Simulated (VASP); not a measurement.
# Ti (Im-3m) in VASP: a series of runs

The runs below take Ti through relaxation of cell and atoms, with PBE.

All numbers are computed with VASP 6.6.1; they aren't measurements. Logs are shortened: lines on timing, memory, paths and dates and some standing lists are left out, and cuts for length are marked.

### 1 The cell of the first run

The structure is cubic, space group Im-3m (No. 229). Conventional cell: a = 2.423 Å, b = 2.423 Å, c = 2.423 Å, α = 90.00°, β = 90.00°, γ = 90.00°. Ti (site symmetry m-3m) has 14 Ti at 2.10 to 2.42 Å within 2.8 Å.

### 2 Relaxation of cell and atoms, PBE, target pressure 350 GPa, at which the enthalpy is minimised

File INCAR:

```
ALGO     = Normal         # electronic algorithm
EDIFF    = 1E-7           # SCF threshold, eV
EDIFFG   = -0.005         # ionic threshold
ENCUT    = 600            # plane-wave cutoff, eV
GGA      = PE             # functional
IBRION   = 2              # ionic algorithm
ISIF     = 3              # what is computed and relaxed
ISMEAR   = -1             # smearing method
LASPH    = T              # aspherical terms in the spheres
LCHARG   = F              # write CHGCAR
LREAL    = F              # projectors in reciprocal space
LWAVE    = F              # write WAVECAR
NELM     = 80             # most SCF steps
NSW      = 32             # ionic steps
PREC     = Accurate       # precision mode
PSTRESS  = 3500.0       
SIGMA    = 0.05           # smearing width, eV
```

File KPOINTS:

```
k-points
0
Gamma
  22 22 22
```

File POSCAR:

```
Ti
1.0
   -1.2113172178      1.2113172178      1.2113172178
    1.2113172178     -1.2113172178      1.2113172178
    1.2113172178      1.2113172178     -1.2113172178
Ti
1
Direct
    0.0000000000      0.0000000000      0.0000000000
```

Potentials or basis: VASP PAW PBE potentials, release 64 (Ti_sv).

The run is started by

```bash
$ cat potpaw_PBE.64/Ti_sv/POTCAR > POTCAR
$ mpirun -np 1 vasp_std > vasp.out
```

OUTCAR:

```text
EDIFF = 1E-7
   EDIFFG = -0.005
   ENCUT = 600
   GGA = PE
   IBRION = 2
   ISIF = 3
   ISMEAR = -1
   LASPH = T
   LREAL = F
   NELM = 80
   NSW = 32
   PREC = Accurate
   PSTRESS = 3500.0

 ion  position               nearest neighbor table
   1  0.000  0.000  0.000-

  LATTYP: Found a body centered cubic cell.
 ALAT       =     2.4226344356

  Lattice vectors:

 A1 = (  -1.2113172178,   1.2113172178,   1.2113172178)
 A2 = (   1.2113172178,  -1.2113172178,   1.2113172178)
 A3 = (   1.2113172178,   1.2113172178,  -1.2113172178)

Analysis of symmetry for initial positions (statically):
=====================================================================
 Subroutine PRICEL returns:
 Original cell was already a primitive cell.

 Routine SETGRP: Setting up the symmetry group for a
 body centered cubic supercell.

 Subroutine GETGRP returns: Found 48 space group operations
 (whereof 48 operations were pure point group operations)
 out of a pool of 48 trial point group operations.

The static configuration has the point symmetry O_h .

Analysis of symmetry for dynamics (positions and initial velocities):
=====================================================================
 Subroutine PRICEL returns:
 Original cell was already a primitive cell.

 Routine SETGRP: Setting up the symmetry group for a
 body centered cubic supercell.

 Subroutine GETGRP returns: Found 48 space group operations
 (whereof 48 operations were pure point group operations)
 out of a pool of 48 trial point group operations.

The dynamic configuration has the point symmetry O_h .

 Subroutine INISYM returns: Found 48 space group operations
 (whereof 48 operations are pure point group operations),
 and found     1 'primitive' translations

----------------------------------------------------------------------------------------

                                     Primitive cell

  volume of cell :       7.1094

  direct lattice vectors                    reciprocal lattice vectors
    -1.211317218  1.211317218  1.211317218     0.000000000  0.412773791  0.412773791
     1.211317218 -1.211317218  1.211317218     0.412773791  0.000000000  0.412773791
     1.211317218  1.211317218 -1.211317218     0.412773791  0.412773791  0.000000000

  length of vectors
     2.098062965  2.098062965  2.098062965     0.583750293  0.583750293  0.583750293

  position of ions in fractional coordinates (direct lattice)
     0.000000000  0.000000000  0.000000000

  ion indices of the primitive-cell ions
   primitive index   ion index
                 1           1

----------------------------------------------------------------------------------------

 KPOINTS: k-points

Automatic generation of k-mesh.
 Grid dimensions read from file:
 generate k-points for:   22   22   22

 Generating k-lattice:

  Cartesian coordinates                     Fractional coordinates (reciprocal lattice)
     0.000000000  0.018762445  0.018762445     0.045454545  0.000000000  0.000000000
     0.018762445  0.000000000  0.018762445     0.000000000  0.045454545  0.000000000
     0.018762445  0.018762445  0.000000000     0.000000000  0.000000000  0.045454545

  Length of vectors
     0.026534104  0.026534104  0.026534104

  Shift w.r.t. Gamma in fractional coordinates (k-lattice)
     0.000000000  0.000000000  0.000000000

 Subroutine IBZKPT returns following result:
 ===========================================

 Found    328 irreducible k-points:

 Following reciprocal coordinates:
            Coordinates               Weight
  0.000000  0.000000  0.000000      1.000000
  0.045455  0.000000  0.000000     12.000000
  0.090909  0.000000  0.000000     12.000000
  0.136364  0.000000  0.000000     12.000000
  0.181818  0.000000  0.000000     12.000000
  0.227273  0.000000  0.000000     12.000000
[... 16 lines left out ...]
  0.090909  0.090909  0.000000     24.000000
  0.136364  0.090909  0.000000     48.000000
 [... further k-points ...]
   k-points           NKPTS =    328   k-points in BZ     NKDIM =    328   number of bands    NBANDS=     10
   number of dos      NEDOS =    301   number of ions     NIONS =      1
   total plane-waves  NPLWV =   5832
   dimension x,y,z NGX =    18 NGY =   18 NGZ =   18
   dimension x,y,z NGXF=    36 NGYF=   36 NGZF=   36
   ions per type =               1
   NGX,Y,Z   is equivalent  to a cutoff of  14.26, 14.26, 14.26 a.u.
   NGXF,Y,Z  is equivalent  to a cutoff of  28.53, 28.53, 28.53 a.u.
 SYSTEM =  unknown system
   PREC   = accura    normal or accurate (medium, high low for compatibility)
   ISTART =      0    job   : 0-new  1-cont  2-samecut
   ICHARG =      2    charge: 1-file 2-atom 10-const
   ISPIN  =      1    spin polarized calculation?
   LNONCOLLINEAR =      F non collinear calculations
   LSORBIT =      F    spin-orbit coupling
   LASPH  =      T    aspherical Exc in radial PAW
   ENCUT  =  600.0 eV  44.10 Ry    6.64 a.u.   4.19  4.19  4.19*2*pi/ulx,y,z
   NELM   =     80;   NELMIN=  2; NELMDL= -5     # of ELM steps
   EDIFF  = 0.1E-06   stopping-criterion for ELM
   LREAL  =      F    real-space projection
   EDIFFG = -.5E-02   stopping-criterion for IOM
   NSW    =     32    number of steps for IOM
   IBRION =      2    ionic relax: 0-MD 1-quasi-New 2-CG
   NFREE  =      1    steps in history (QN), initial steepest desc. (CG)
   ISIF   =      3    stress and relaxation
   ISYM   =      2    0-nonsym 1-usesym 2-fastsym
   POTIM  = 0.5000    time-step for ionic-motion
   TEBEG  =    0.0;   TEEND  =   0.0 temperature during run
   PSTRESS= 3500.0 pullay stress
   NELECT =      12.0000    total number of electrons
   NUPDOWN=      -1.0000    fix difference up-down
   EMIN   =  10.00;   EMAX   =-10.00  energy-range for DOS
   EFERMI =   0.00;   METHOD = LEGACY
   ISMEAR =    -1;   SIGMA  =   0.05  broadening in eV -4-tet -1-fermi 0-gaus
   EFERMI_NEDOS =   21; number of points for ismear=-14 and -15
   IALGO  =     38    algorithm
   IMIX   =      4    mixing-type and parameters
     AMIX     =   0.40;   BMIX     =  1.00
     AMIX_MAG =   1.60;   BMIX_MAG =  1.00
  volume/ion in A,a.u.               =       7.11        47.98
  Fermi-wavevector in a.u.,A,eV,Ry     =   1.949204  3.683462 51.693939  3.799397
  Thomas-Fermi vector in A             =   2.977026
   LORBIT       =      0    0 simple, 1 ext, 2 COOP (PROOUT), +10 PAW based schemes
   GGA     = PE    functional components
   LHFCALC =     F    Hartree Fock is set to
   AEXX    =    0.0000 exact exchange contribution
   IVDW    =     0    specifies the selected vdW correction
   LEPSILON=     F    determine dielectric tensor
   LRPA    =     F    only Hartree local field effects (RPA)
 conjugate gradient relaxation of ions
 non-spin polarized calculation
  energy-cutoff  :      600.00
  volume of cell :        7.11
 maximum number of plane-waves:       247
 NGX is ok and might be reduce to    18
   NGX =  9   NGY =  9   NGZ =  9

--------------------------------------- Ionic step        1  -------------------------------------------

 number of electron      11.9999997 magnetization

 Free energy of the ion-electron system (eV)
  ---------------------------------------------------
  ext. energy  EPLUGINS =         0.00000000
  ---------------------------------------------------
  free energy    TOTEN  =        -1.66795530 eV

  energy without entropy =       -1.66442351  energy(sigma->0) =       -1.66618941

------------------------ aborting loop because EDIFF is reached ----------------------------------------

  FORCE on cell =-STRESS in cart. coord.  units (eV):
  Direction    XX          YY          ZZ          XY          YZ          ZX
  --------------------------------------------------------------------------------------
  -------------------------------------------------------------------------------------
  Total       16.1743572     16.1743572     16.1743572      0.0000000      0.0000000     -0.0000000
  in kB     3645.0538591   3645.0538591   3645.0538591      0.0000000      0.0000000     -0.0000000
  external PRESSURE =     145.0538591 kB  Pullay stress =    3500.0000000 kB
[... 96 lines left out ...]
  enthalpy is  TOTEN    =        13.8582043131 eV   P V=       15.7628112879

--------------------------------------- Ionic step        4  -------------------------------------------

 number of electron      11.9999996 magnetization

 Free energy of the ion-electron system (eV)
  ---------------------------------------------------
  ext. energy  EPLUGINS =         0.00000000
  ---------------------------------------------------
  free energy    TOTEN  =        -1.89434179 eV

  energy without entropy =       -1.89106324  energy(sigma->0) =       -1.89270251

 E-fermi :  21.1432     XC(G=0): -16.3989

 val. band max:       21.1233755598   @ k =  -0.4091  -0.4091   0.0909
 cond. band min:      21.1769180866   @ k =   0.0909   0.0909   0.0000
 fundamental gap:      0.0535425268
 Fermi energy:        21.1432401293

 k-point     1 :       0.0000    0.0000    0.0000
  band No.  band energies     occupation
      1     -36.7510      2.00000
      2      -7.8281      2.00000
      3      -7.8281      2.00000
      4      -7.8281      2.00000
      5      16.9908      2.00000
      6      21.9867      0.00000
      7      21.9867      0.00000
      8      21.9867      0.00000
      9      26.6098      0.00000
     10      26.6098      0.00000
[... 287 lines left out ...]
 k-point    24 :       0.1364    0.0909    0.0000
  band No.  band energies     occupation
      1     -35.9576      2.00000
      2     -10.3723      2.00000
      3      -8.4950      2.00000
      4      -8.0676      2.00000
      5      19.0285      2.00000
      6      20.6784      1.99982
      7      21.3866      0.01527
      8      25.1781      0.00000
      9      25.3629      0.00000
     10      27.1229      0.00000

 [... further k-points ...]

------------------------ aborting loop because EDIFF is reached ----------------------------------------

  FORCE on cell =-STRESS in cart. coord.  units (eV):
  Direction    XX          YY          ZZ          XY          YZ          ZX
  --------------------------------------------------------------------------------------
  -------------------------------------------------------------------------------------
  Total       15.7490998     15.7490998     15.7490998     -0.0000000      0.0000000     -0.0000000
  in kB     3499.2362949   3499.2362949   3499.2362949     -0.0000000      0.0000000     -0.0000000
  external PRESSURE =      -0.7637051 kB  Pullay stress =    3500.0000000 kB
[... 16 lines left out ...]
  FREE ENERGIE OF THE ION-ELECTRON SYSTEM (eV)
  ---------------------------------------------------
  free  energy   TOTEN  =        -1.8943417881 eV

  energy  without entropy=       -1.8910632350  energy(sigma->0) =       -1.89270251

  enthalpy is  TOTEN    =        13.8581952638 eV   P V=       15.7525370519

 reached required accuracy - stopping structural energy minimisation
```

Run time: 70 s. Hardware: 1 thread of Intel Xeon 6975P-C, shared host; peak memory 0.16 GiB.

What came out:

| Quantity | Value |
| --- | --- |
| Free energy | -1.8943 eV |
| Relaxed volume | 7.21 Å³/atom |
| Relaxed cell | a = 2.108 Å, b = 2.108 Å, c = 2.108 Å, α = 109.47°, β = 109.47°, γ = 109.47° |
| Space group after relaxing (to 0.05 Å) | Im-3m (No. 229) |
| Energy change on relaxing (the enthalpy is what falls) | -226.4 meV/atom |
| Ionic steps | 4 |
| Pressure after relaxing | 349.9 GPa |
| Band gap on the k mesh | zero (band 6 reaches 22.06 eV, above the bottom of band 7 at 19.68 eV) |

Step by step:
```csv
step,energy change (eV),largest force (eV/Å),pressure (GPa),volume (Å³)
1,0.0000,0.0000,364.51,7.11
2,-1.3632,0.0000,279.49,7.79
3,-0.2367,0.0000,349.34,7.22
4,-0.2264,0.0000,349.92,7.21
```

Final structure:
```
Ti
1.0
    -1.21706    1.21706    1.21706
     1.21706   -1.21706    1.21706
     1.21706    1.21706   -1.21706
Ti
1
Direct
  0.00000 0.00000 0.00000
```

Caveat: the cell is relaxed towards a set pressure, so the enthalpy falls and the energy may rise.

### 3 Relaxation of cell and atoms, PBE, target pressure 350 GPa, at which the enthalpy is minimised

This run uses another cell than the first one, of 7.27 Å³/atom, 1.022 times its volume.

File INCAR:

```
SYSTEM = Ti
ALGO = Normal
EDIFF = 1E-7
EDIFFG = -0.005
ENCUT = 600
GGA = PE
IBRION = 2
ISIF = 3
ISMEAR = -1
LASPH = .True.
LCHARG = .False.
LREAL = .False.
LWAVE = .False.
NELM = 80
NSW = 60
PREC = Accurate
PSTRESS = 3500.0
SIGMA = 0.05
```

File KPOINTS:

```
k-points
0
Gamma
  22 22 22
  0 0 0
```

File POSCAR:

```
Ti
1.0
   -1.2202500785      1.2202500785      1.2202500785
    1.2202500785     -1.2202500785      1.2202500785
    1.2202500785      1.2202500785     -1.2202500785
Ti
1
Direct
    0.0000000000      0.0000000000      0.0000000000
```

Potentials or basis: VASP PAW PBE potentials, release 64 (Ti_sv).

The run is started by

```bash
$ cat potpaw_PBE.64/Ti_sv/POTCAR > POTCAR
$ mpirun -np 1 vasp_std > vasp.out
```

OUTCAR:

```text
SYSTEM = Ti
   EDIFF = 1E-7
   EDIFFG = -0.005
   ENCUT = 600
   GGA = PE
   IBRION = 2
   ISIF = 3
   ISMEAR = -1
   LASPH = .True.
   LREAL = .False.
   NELM = 80
   NSW = 60
   PREC = Accurate
   PSTRESS = 3500.0

 ion  position               nearest neighbor table
   1  0.000  0.000  0.000-

  LATTYP: Found a body centered cubic cell.
 ALAT       =     2.4405001570

  Lattice vectors:

 A1 = (  -1.2202500785,   1.2202500785,   1.2202500785)
 A2 = (   1.2202500785,  -1.2202500785,   1.2202500785)
 A3 = (   1.2202500785,   1.2202500785,  -1.2202500785)

Analysis of symmetry for initial positions (statically):
=====================================================================
 Subroutine PRICEL returns:
 Original cell was already a primitive cell.

[... 256 lines left out ...]
 fundamental gap:      0.0535989308
 Fermi energy:        21.1418892923

 k-point     1 :       0.0000    0.0000    0.0000
  band No.  band energies     occupation
      1     -36.7519      2.00000
      2      -7.8297      2.00000
      3      -7.8297      2.00000
      4      -7.8297      2.00000
      5      16.9885      2.00000
      6      21.9855      0.00000
      7      21.9855      0.00000
      8      21.9855      0.00000
      9      26.6083      0.00000
     10      26.6083      0.00000
[... 287 lines left out ...]
 k-point    24 :       0.1364    0.0909    0.0000
  band No.  band energies     occupation
      1     -35.9586      2.00000
      2     -10.3738      2.00000
      3      -8.4965      2.00000
      4      -8.0691      2.00000
      5      19.0264      2.00000
      6      20.6771      1.99982
      7      21.3850      0.01534
      8      25.1767      0.00000
      9      25.3613      0.00000
     10      27.1214      0.00000

 [... further k-points ...]

------------------------ aborting loop because EDIFF is reached ----------------------------------------

  FORCE on cell =-STRESS in cart. coord.  units (eV):
  Direction    XX          YY          ZZ          XY          YZ          ZX
  --------------------------------------------------------------------------------------
  -------------------------------------------------------------------------------------
  Total       15.7491674     15.7491674     15.7491674      0.0000000      0.0000000     -0.0000000
  in kB     3499.0681873   3499.0681873   3499.0681873      0.0000000      0.0000000     -0.0000000
  external PRESSURE =      -0.9318127 kB  Pullay stress =    3500.0000000 kB
[... 20 lines left out ...]
  energy  without entropy=       -1.8921399126  energy(sigma->0) =       -1.89377869

  enthalpy is  TOTEN    =        13.8579440022 eV   P V=       15.7533614603

 reached required accuracy - stopping structural energy minimisation
```

CONTCAR:

```text
Ti
   1.00000000000000
    -1.2170785121444863    1.2170785121444863    1.2170785121444863
     1.2170785121444863   -1.2170785121444863    1.2170785121444863
     1.2170785121444863    1.2170785121444863   -1.2170785121444863
  Ti
     1
Direct
     0.0000000000000000    0.0000000000000000    0.0000000000000000

  0.00000000E+00  0.00000000E+00  0.00000000E+00
```

It took 76 s on 1 thread of Intel Xeon 6975P-C, shared host; peak memory 0.16 GiB.

What came out:

- Free energy: -1.8954 eV
- Relaxed volume: 7.21 Å³/atom
- Relaxed cell: a = 2.108 Å, b = 2.108 Å, c = 2.108 Å, α = 109.47°, β = 109.47°, γ = 109.47°
- Space group after relaxing (to 0.05 Å): Im-3m (No. 229)
- Energy change on relaxing (the enthalpy is what falls): +122.1 meV/atom
- Ionic steps: 3
- Pressure after relaxing: 349.9 GPa
- Band gap on the k mesh: zero (band 6 reaches 22.06 eV, above the bottom of band 7 at 19.68 eV)

The path:
```csv
step,energy change (eV),largest force (eV/Å),pressure (GPa),volume (Å³)
1,0.0000,0.0000,342.08,7.27
2,0.8541,0.0000,396.45,6.90
3,0.1221,0.0000,349.91,7.21
```

Final structure:
```
CELL_PARAMETERS angstrom
-1.21708 1.21708 1.21708
1.21708 -1.21708 1.21708
1.21708 1.21708 -1.21708
ATOMIC_POSITIONS crystal
Ti 0.00000 0.00000 0.00000
```

Caveat: the cell is relaxed towards a set pressure, so the enthalpy falls and the energy may rise.
